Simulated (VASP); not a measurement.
Write the native input for VASP 6.6.1 that does the following.

```yaml
Task: single point
Functional: PBE
Potentials_or_basis: VASP PAW PBE potentials, release 64 (Co, Si)
Cutoff: 520 eV
k_mesh: 14 × 14 × 14
Occupations: gaussian, width 0.15 eV
Spin: collinear spin, ferromagnetic start
Starting_moments: "[0.275, 0.0, 0.0] μB"
Fixed_moment: 0.275 μB
Dipole_correction: no
Further_INCAR_settings: ALGO = Normal; EDIFF = 1e-06; NBANDS = 20
```

The structure of CoSi2 lies in POSCAR:

```
CoSi2
1.0
    0.0000000000      2.6801763726      2.6801763726
    2.6801763726      0.0000000000      2.6801763726
    2.6801763726      2.6801763726      0.0000000000
Co Si
1 2
Direct
    0.0000000000      0.0000000000      0.0000000000
    0.2500000000      0.2500000000      0.2500000000
    0.7500000000      0.7500000000      0.7500000000
```

One way to write it, as run:

INCAR

```
  PREC = Accurate
  ENCUT = 520
  EDIFF = 1E-6
  ISMEAR = 0
  SIGMA = 0.15
  LREAL = False
  LASPH = True
  NELM = 150
  ALGO = Normal
  ISIF = 2
  LWAVE = False
  LCHARG = False
  ISPIN = 2
  MAGMOM = 0.275 0 0
  LORBIT = 11
  NUPDOWN = 0.275
  LMAXMIX = 4
  GGA = PE
  NBANDS = 20
```

KPOINTS

```
regular mesh
0
Gamma
  14 14 14
```

Potentials or basis: VASP PAW PBE potentials, release 64 (Co, Si).

Launch:

```console
$ cat potpaw_PBE.64/Co/POTCAR potpaw_PBE.64/Si/POTCAR > POTCAR
$ mpirun -np 1 vasp_std > vasp.out
```

It gave:

- Pressure: 0.0 GPa
- Net moment: 0.28 μB per cell
- Site moments: Co +0.18; Si +0.02 μB
- Valence electrons inside the program's atomic spheres: Co 8.85; Si 1.59

Caveat: the total moment is fixed, so each spin has its own Fermi level.

It took 3.4 min on 1 thread of Intel Xeon 8259CL, on a shared host, peak memory 0.26 GiB.
